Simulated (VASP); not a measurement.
# Au in VASP: a series of runs

The runs below take Au through single point, vibrations by perturbation theory, with PBEsol.

Program: VASP 6.6.1. These are calculated values, not measurements. Logs are shortened: lines on timing, memory, paths and dates and some standing lists are left out, and cuts for length are marked.

### 1 The cell of the first run

Symmetry: Cmcm, No. 63, orthorhombic system. The conventional cell has a = 2.820 Å, b = 5.034 Å, c = 4.801 Å, α = 90.00°, β = 90.00°, γ = 90.00°. Au (site symmetry m2m) has 12 Au at 2.82 to 2.92 Å within 3.7 Å.

### 2 Single point, PBEsol

POSCAR reads:

```
Au
1.0
    1.4100150315     -2.5170030996      0.0000000000
    1.4100150315      2.5170030996      0.0000000000
    0.0000000000      0.0000000000      4.8006775731
Au
2
Direct
    0.6638639510      0.3361360490      0.2500000000
    0.3361360490      0.6638639510      0.7500000000
```

INCAR.step1 reads:

```
  ALGO = Fast
  EDIFF = 1E-6
  ENCUT = 520
  GGA = PS
  ISIF = 2
  ISMEAR = 0
  LASPH = T
  LCHARG = T
  LMAXMIX = 4
  LREAL = F
  LWAVE = F
  NBANDS = 18
  NELM = 100
  PREC = Accurate
  SIGMA = 0.1
```

KPOINTS.step1 reads:

```
k-points
0
Gamma
  16 16 10
```

INCAR.step2 reads:

```
  ALGO = Fast
  EDIFF = 1E-6
  ENCUT = 520
  GGA = PS
  ICHARG = 11
  ISIF = 2
  ISMEAR = -5
  LASPH = T
  LCHARG = F
  LMAXMIX = 4
  LORBIT = 11
  LREAL = F
  LWAVE = F
  NEDOS = 1001
  NELM = 100
  PREC = Accurate
  SIGMA = 0.1
```

KPOINTS.step2 reads:

```
k-points
0
Gamma
  24 24 15
```

Potentials or basis: VASP PAW PBE potentials, release 64 (Au).

Launch:

```
$ cat potpaw_PBE.64/Au/POTCAR > POTCAR
$ cp INCAR.step1 INCAR
$ cp KPOINTS.step1 KPOINTS
$ mpirun -np 1 vasp_std > vasp.out
$ cp INCAR.step2 INCAR
$ cp KPOINTS.step2 KPOINTS
$ mpirun -np 1 vasp_std > vasp.out
```

OUTCAR:

```text
EDIFF = 1E-6
   ENCUT = 520
   GGA = PS
   ICHARG = 11
   ISIF = 2
   ISMEAR = -5
   LASPH = T
   LORBIT = 11
   LREAL = F
   NELM = 100
   PREC = Accurate

 ion  position               nearest neighbor table
   1  0.664  0.336  0.250-   2 2.91   2 2.91   2 2.92   2 2.92   2 2.92   2 2.92
   2  0.336  0.664  0.750-   1 2.91   1 2.91   1 2.92   1 2.92   1 2.92   1 2.92

  LATTYP: Found a base centered orthorhombic cell.
 ALAT       =     2.8200300630
 B/A-ratio  =     1.7850895511
 C/A-ratio  =     1.7023497856

  Lattice vectors:

 A1 = (   1.4100150315,  -2.5170030996,   0.0000000000)
 A2 = (   1.4100150315,   2.5170030996,   0.0000000000)
 A3 = (   0.0000000000,   0.0000000000,   4.8006775731)

Analysis of symmetry for initial positions (statically):
=====================================================================
 Subroutine PRICEL returns:
 Original cell was already a primitive cell.

 Routine SETGRP: Setting up the symmetry group for a
 base centered orthorhombic supercell.

 Subroutine GETGRP returns: Found  8 space group operations
 (whereof  4 operations were pure point group operations)
 out of a pool of  8 trial point group operations.

The static configuration has the point symmetry C_2h.
 The point group associated with its full space group is D_2h.

Analysis of symmetry for dynamics (positions and initial velocities):
=====================================================================
 Subroutine PRICEL returns:
 Original cell was already a primitive cell.

 Routine SETGRP: Setting up the symmetry group for a
 base centered orthorhombic supercell.

 Subroutine GETGRP returns: Found  8 space group operations
 (whereof  4 operations were pure point group operations)
 out of a pool of  8 trial point group operations.

The dynamic configuration has the point symmetry C_2h.
 The point group associated with its full space group is D_2h.

 Subroutine INISYM returns: Found  8 space group operations
 (whereof  4 operations are pure point group operations),
 and found     1 'primitive' translations

----------------------------------------------------------------------------------------

                                     Primitive cell

  volume of cell :      34.0753

  direct lattice vectors                    reciprocal lattice vectors
     1.410015031 -2.517003100  0.000000000     0.354606149 -0.198648941  0.000000000
     1.410015031  2.517003100  0.000000000     0.354606149  0.198648941  0.000000000
[... 107 lines left out ...]
     AMIX_MAG =   1.60;   BMIX_MAG =  1.00
  volume/ion in A,a.u.               =      17.04       114.98
  Fermi-wavevector in a.u.,A,eV,Ry     =   1.414932  2.673835 27.239325  2.002034
  Thomas-Fermi vector in A             =   2.536423
   LORBIT       =     11    0 simple, 1 ext, 2 COOP (PROOUT), +10 PAW based schemes
   GGA     = PS    functional components
   LHFCALC =     F    Hartree Fock is set to
   AEXX    =    0.0000 exact exchange contribution
   IVDW    =     0    specifies the selected vdW correction
   LEPSILON=     F    determine dielectric tensor
   LRPA    =     F    only Hartree local field effects (RPA)
 non-spin polarized calculation
 RMM-DIIS sequential band-by-band and
 Fermi weights with tetrahedron method with Bloechl corrections
  energy-cutoff  :      520.00
  volume of cell :       34.08
 maximum number of plane-waves:       935
 NGX is ok and might be reduce to    24

 number of electron      22.0000001 magnetization

 Free energy of the ion-electron system (eV)
  ---------------------------------------------------
  ext. energy  EPLUGINS =         0.00000000
  ---------------------------------------------------
  free energy    TOTEN  =        -7.83186914 eV

  energy without entropy =       -7.83186914  energy(sigma->0) =       -7.83186914

 E-fermi :   9.2589     XC(G=0): -12.8856

 val. band max:        9.2686872863   @ k =   0.5000   0.0417   0.2000
 cond. band min:       9.2402356642   @ k =   0.3333  -0.0000   0.3333
 fundamental gap:     -0.0284516221
 Fermi energy:         9.2588949729

 k-point     1 :       0.0000    0.0000    0.0000
  band No.  band energies     occupation
      1      -0.6432      2.00000
      2       1.8554      2.00000
      3       4.4077      2.00000
      4       4.4887      2.00000
      5       4.8617      2.00000
      6       4.9144      2.00000
      7       5.1943      2.00000
      8       5.6309      2.00000
      9       5.8042      2.00000
     10       7.0942      2.00000
     11       7.1127      2.00000
     12       8.0705      2.00000
     13      11.9605      0.00000
     14      23.7587      0.00000
[... 401 lines left out ...]
      2       2.4798      2.00000
      3       2.9197      2.00000
      4       4.6161      2.00000
      5       4.9414      2.00000
      6       5.2220      2.00000
      7       5.5223      2.00000
      8       7.3083      2.00000
      9       7.4023      2.00000
     10       7.5369      2.00000
     11       9.5665      0.14010
     12      11.2101      0.00000
     13      14.9797      0.00000
     14      16.5800      0.00000
     15      16.8856      0.00000

 [... further k-points ...]

------------------------ aborting loop because EDIFF is reached ----------------------------------------

  FORCE on cell =-STRESS in cart. coord.  units (eV):
  Direction    XX          YY          ZZ          XY          YZ          ZX
  --------------------------------------------------------------------------------------
  -------------------------------------------------------------------------------------
  Total        0.0105723     -0.1531994     -0.0522243      0.0000000     -0.0000000      0.0000000
  in kB        0.4970963     -7.2032359     -2.4555189      0.0000000     -0.0000000      0.0000000
  external PRESSURE =      -3.0538862 kB  Pullay stress =       0.0000000 kB

 VOLUME and BASIS-vectors are now :
 -----------------------------------------------------------------------------
  energy-cutoff  :      520.00
  volume of cell :       34.08
      direct lattice vectors                 reciprocal lattice vectors
     1.410015031 -2.517003100  0.000000000     0.354606149 -0.198648941  0.000000000
     1.410015031  2.517003100  0.000000000     0.354606149  0.198648941  0.000000000
     0.000000000  0.000000000  4.800677573     0.000000000  0.000000000  0.208303929

 POSITION                                       TOTAL-FORCE (eV/Angst)
 -----------------------------------------------------------------------------------
      1.41002     -0.82489      1.20017         0.000000      0.007709      0.000000
      1.41002      0.82489      3.60051         0.000000     -0.007709      0.000000
 -----------------------------------------------------------------------------------
    total drift:                                0.000000      0.000000      0.000000

  FREE ENERGIE OF THE ION-ELECTRON SYSTEM (eV)
  ---------------------------------------------------
  free  energy   TOTEN  =        -7.8318691373 eV

  energy  without entropy=       -7.8318691373  energy(sigma->0) =       -7.83186914

 total charge

# of ion       s       p       d       tot
------------------------------------------
    1        0.537   0.359   8.749   9.645
    2        0.537   0.359   8.749   9.645
--------------------------------------------------
tot          1.075   0.718  17.499  19.291
```

Run time: 4.9 min. Hardware: 1 thread of Intel Xeon 6975P-C, shared host; peak memory 0.64 GiB.

What came out:

- Valence electrons inside the program's atomic spheres: Au 9.64

Levels at points of the mesh, in eV from the Fermi level:
```csv
k point,band 9,band 10,band 11,band 12,band 13,band 14
"(0.00, 0.00, 0.00)",-3.45,-2.16,-2.15,-1.19,2.70,14.50
"(0.50, 0.00, 0.00)",-1.83,-1.65,0.41,1.71,5.81,7.31
"(0.50, 0.50, 0.00)",-1.88,-1.69,0.29,1.35,5.61,7.10
```

Caveat: the PAW data sets were made with another functional, which shifts forces and pressure a little; spin-orbit coupling is left out, which moves the levels of the heavy elements.

### 3 Vibrations by perturbation theory, PBEsol

INCAR reads:

```
PREC = Accurate
ENCUT = 520
EDIFF = 1E-8
ISMEAR = -1
SIGMA = 0.15
LREAL = F
LASPH = T
NELM = 60
ALGO = Fast
ISIF = 2
LWAVE = F
LCHARG = F
GGA = PS
IBRION = 8
NSW = 1
```

KPOINTS reads:

```
regular mesh
0
Gamma
  16 16 10
```

POSCAR reads:

```
Au
1.0
    1.4317814691     -2.4799683570      0.0000000000
    1.4317814691      2.4799683570      0.0000000000
    0.0000000000      0.0000000000      4.7983151578
Au
2
Direct
    0.6666493027      0.3333506973      0.2500000000
    0.3333506973      0.6666493027      0.7500000000
```

Potentials or basis: VASP PAW PBE potentials, release 64 (Au).

Launch:

```
$ cat potpaw_PBE.64/Au/POTCAR > POTCAR
$ mpirun -np 1 vasp_std > vasp.out
```

OUTCAR:

```text
PREC = Accurate
   ENCUT = 520
   EDIFF = 1E-8
   ISMEAR = -1
   LREAL = F
   LASPH = T
   NELM = 60
   ISIF = 2
   GGA = PS
   IBRION = 8
   NSW = 1

 ion  position               nearest neighbor table
   1  0.667  0.333  0.250-   2 2.91   2 2.91   2 2.91   2 2.91   2 2.91   2 2.91
   2  0.333  0.667  0.750-   1 2.91   1 2.91   1 2.91   1 2.91   1 2.91   1 2.91

  LATTYP: Found a base centered orthorhombic cell.
 ALAT       =     2.8635629382
 B/A-ratio  =     1.7320858040
 C/A-ratio  =     1.6756450832

  Lattice vectors:

 A1 = (   1.4317814691,  -2.4799683570,   0.0000000000)
 A2 = (   1.4317814691,   2.4799683570,   0.0000000000)
 A3 = (   0.0000000000,   0.0000000000,   4.7983151578)

Analysis of symmetry for initial positions (statically):
=====================================================================
 Subroutine PRICEL returns:
 Original cell was already a primitive cell.

 Routine SETGRP: Setting up the symmetry group for a
 base centered orthorhombic supercell.

 Subroutine GETGRP returns: Found  8 space group operations
 (whereof  4 operations were pure point group operations)
 out of a pool of  8 trial point group operations.

The static configuration has the point symmetry C_2h.
 The point group associated with its full space group is D_2h.

Analysis of symmetry for dynamics (positions and initial velocities):
=====================================================================
 Subroutine PRICEL returns:
 Original cell was already a primitive cell.

 Routine SETGRP: Setting up the symmetry group for a
 base centered orthorhombic supercell.

 Subroutine GETGRP returns: Found  8 space group operations
 (whereof  4 operations were pure point group operations)
 out of a pool of  8 trial point group operations.

The dynamic configuration has the point symmetry C_2h.
 The point group associated with its full space group is D_2h.

 Subroutine INISYM returns: Found  8 space group operations
 (whereof  4 operations are pure point group operations),
 and found     1 'primitive' translations

----------------------------------------------------------------------------------------

                                     Primitive cell

  volume of cell :      34.0755

  direct lattice vectors                    reciprocal lattice vectors
     1.431781469 -2.479968357  0.000000000     0.349215303 -0.201615476  0.000000000
     1.431781469  2.479968357  0.000000000     0.349215303  0.201615476  0.000000000
     0.000000000  0.000000000  4.798315158     0.000000000  0.000000000  0.208406486
[... 577 lines left out ...]

  FORCE on cell =-STRESS in cart. coord.  units (eV):
  Direction    XX          YY          ZZ          XY          YZ          ZX
  --------------------------------------------------------------------------------------
  -------------------------------------------------------------------------------------
  Total       -0.0587183     -0.0586374     -0.0642253      0.0000000      0.0000000      0.0000000
  in kB       -2.7608491     -2.7570448     -3.0197793      0.0000000      0.0000000      0.0000000
  external PRESSURE =      -2.8458911 kB  Pullay stress =       0.0000000 kB

 VOLUME and BASIS-vectors are now :
 -----------------------------------------------------------------------------
  energy-cutoff  :      520.00
  volume of cell :       34.08
      direct lattice vectors                 reciprocal lattice vectors
     1.431781469 -2.479968357  0.000000000     0.349215303 -0.201615476  0.000000000
     1.431781469  2.479968357  0.000000000     0.349215303  0.201615476  0.000000000
     0.000000000  0.000000000  4.798315158     0.000000000  0.000000000  0.208406486

 POSITION                                       TOTAL-FORCE (eV/Angst)
 -----------------------------------------------------------------------------------
      1.43178     -0.82657      1.19958         0.000000     -0.000085      0.000000
      1.43178      0.82657      3.59874         0.000000      0.000085     -0.000000
 -----------------------------------------------------------------------------------
    total drift:                                0.000000      0.000000      0.000000

  FREE ENERGIE OF THE ION-ELECTRON SYSTEM (eV)
  ---------------------------------------------------
  free  energy   TOTEN  =        -7.8538816026 eV

  energy  without entropy=       -7.8061879674  energy(sigma->0) =       -7.83003479

[... ionic steps 2 to 3 ...]

--------------------------------------- Ionic step        4  -------------------------------------------

------------------------ aborting loop because EDIFF is reached ----------------------------------------

--------------------------------------- Ionic step        5  -------------------------------------------

------------------------ aborting loop because EDIFF is reached ----------------------------------------

--------------------------------------- Ionic step        6  -------------------------------------------

 Free energy of the ion-electron system (eV)
  ---------------------------------------------------
  ---------------------------------------------------
  free energy    TOTEN  =        -0.31371803 eV

  energy without entropy =       -0.31371803

------------------------ aborting loop because EDIFF is reached ----------------------------------------

 INTERNAL STRAIN TENSOR  FOR ION    1  DIRECTION 3   (eV/Angst):
 -----------------------------------------------------------------------------
    -0.00857  0.00000  0.00000
     0.00000 -0.00860 -0.00200
     0.00000 -0.00195  0.02615

 INTERNAL STRAIN TENSOR FOR ION    2 for displacements in x,y,z  (eV/Angst):
          X           Y           Z          XY          YZ          ZX
  --------------------------------------------------------------------------------
  x     0.00000     0.00000     0.00000     0.56638     0.00000     0.00000
  y     0.55504    -0.55898    -0.00089     0.00000     0.00000     0.00000
  z     0.00000     0.00000    -0.00000     0.00000     0.00195     0.00000

 SECOND DERIVATIVES (NOT SYMMETRIZED)
 ------------------------------------
               1X          1Y          1Z          2X          2Y          2Z
  1X    -0.581094    0.000000    0.000000    0.581094    0.000000    0.000000
  1Y     0.000000   -0.582460    0.000000    0.000000    0.582460    0.000000
  1Z     0.000000   -0.000000   -7.705954    0.000000    0.000000    7.705954
  2X     0.581094    0.000000    0.000000   -0.581094    0.000000    0.000000
  2Y     0.000000    0.582460    0.000000    0.000000   -0.582460    0.000000
  2Z     0.000000    0.000000    7.705954    0.000000   -0.000000   -7.705954

 Eigenvectors and eigenvalues of the dynamical matrix
 ----------------------------------------------------

   1 f  =    4.373039 THz    27.476612 2PiTHz  145.868865 cm-1    18.085426 meV
             X         Y         Z           dx          dy          dz
      1.431781 -0.826570  1.199579     0.000000   -0.000000    0.707107
      1.431781  0.826570  3.598736     0.000000    0.000000   -0.707107
[... 11 lines left out ...]
   4 f  =    0.000000 THz     0.000000 2PiTHz    0.000000 cm-1     0.000000 meV
             X         Y         Z           dx          dy          dz
      1.431781 -0.826570  1.199579     0.704114   -0.062811   -0.016696
      1.431781  0.826570  3.598736     0.704114   -0.062811   -0.016696

   5 f/i=    0.000000 THz     0.000000 2PiTHz    0.000001 cm-1     0.000000 meV
             X         Y         Z           dx          dy          dz
      1.431781 -0.826570  1.199579    -0.061235   -0.580282   -0.399403
      1.431781  0.826570  3.598736    -0.061235   -0.580282   -0.399403

   6 f/i=    0.000000 THz     0.000000 2PiTHz    0.000001 cm-1     0.000000 meV
             X         Y         Z           dx          dy          dz
      1.431781 -0.826570  1.199579    -0.021777   -0.399159    0.583265
      1.431781  0.826570  3.598736    -0.021777   -0.399159    0.583265

--------------------------------------------------------------------------------------------------------

 ELASTIC MODULI CONTR FROM IONIC RELAXATION (kBar)
 Direction    XX          YY          ZZ          XY          YZ          ZX
 --------------------------------------------------------------------------------
 XX         -24.8690     25.0452      0.0399      0.0000     -0.0000      0.0000
 YY          25.0452    -25.2226     -0.0402     -0.0000      0.0000      0.0000
 ZZ           0.0399     -0.0402     -0.0001     -0.0000      0.0000      0.0000
 XY           0.0000     -0.0000     -0.0000    -25.9562      0.0000      0.0000
 YZ          -0.0000      0.0000      0.0000     -0.0000     -0.0000      0.0000
 ZX           0.0000      0.0000      0.0000      0.0000      0.0000      0.0000
 --------------------------------------------------------------------------------
```

stdout:

```text
POSCAR found type information on POSCAR Au
 POSCAR found :  1 types and       2 ions
 scaLAPACK will be used
 -----------------------------------------------------------------------------
|                                                                             |
|                                                                             |
|     You enforced a specific xc type in the INCAR file but a different       |
|     I HOPE YOU KNOW WHAT YOU ARE DOING!                                     |
|                                                                             |
 -----------------------------------------------------------------------------

 LDA part: xc-table for (Slater+PW92), standard interpolation
 POSCAR, INCAR and KPOINTS ok, starting setup
 FFT: planning ... GRIDC
 FFT: planning ... GRID_SOFT
 FFT: planning ... GRID
 WAVECAR not read
 entering main loop
 Linear response reoptimize wavefunctions to high precision
 Linear response DOF=           3
 Linear response progress:
 first order change of Fermi-energy   0.41200E-04
 force on displaced ion       1 direction 1 :  -0.581   0.000   0.000
 Linear response progress:
 first order change of Fermi-energy   0.13144E-03
 force on displaced ion       1 direction 2 :   0.000  -0.582   0.000
 Linear response progress:
 first order change of Fermi-energy   0.11788E-03
 force on displaced ion       1 direction 3 :   0.000   0.000  -7.706
 Linear response finished
```

It took 9.3 min on 1 thread of Intel Xeon 6975P-C (Granite Rapids), shared host; peak memory 0.81 GiB.

Results:

| Quantity | Value |
| --- | --- |
| Highest phonon frequency at Γ | 146 cm⁻¹ |

Phonon frequencies in cm⁻¹ (negative: imaginary):
| q point | frequencies |
| --- | --- |
| (0.000, 0.000, 0.000) | 0 0 0 40 40 146 |

Caveat: the PAW data sets were made with another functional, which shifts forces and pressure a little; spin-orbit coupling is left out, which moves the levels of the heavy elements.
